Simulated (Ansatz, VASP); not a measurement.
# In3Cu in VASP and in Ansatz

```
In Cu
1.0
     4.35913    0.00000    0.00000
     0.00000    4.35913    0.00000
     0.00000    0.00000    4.35913
In Cu
3 1
Direct
  0.00000 0.50000 0.50000
  0.50000 0.00000 0.50000
  0.50000 0.50000 0.00000
  0.00000 0.00000 0.00000
```

Alike in both runs: task single point; functional PBE; k mesh 10 × 10 × 10; occupations gaussian, width 0.1 eV; no spin polarisation.

```csv
,VASP,Ansatz
version,VASP 6.6.1,Ansatz 0.2.0
potentials or method,"VASP PAW PBE potentials, release 64 (In_d, Cu), cutoff 520 eV","scalar-relativistic, plane waves, PAW"
valence electrons in the cell,50,58
```

|  | VASP | Ansatz | Ansatz less VASP |
| --- | --- | --- | --- |
| gap on the k mesh at the Fermi level (eV) | none | none | - |
| pressure (GPa) | 5.4 | 5.4 | -0.04 |

A gap of «none» marks a metal or a gap that the smearing closes. With one functional, cell and mesh, what is left measures potentials, basis and numerics. VASP's potentials hold 50 valence electrons a cell and Ansatz's 58, so a difference there can come from the potentials and not from the codes.
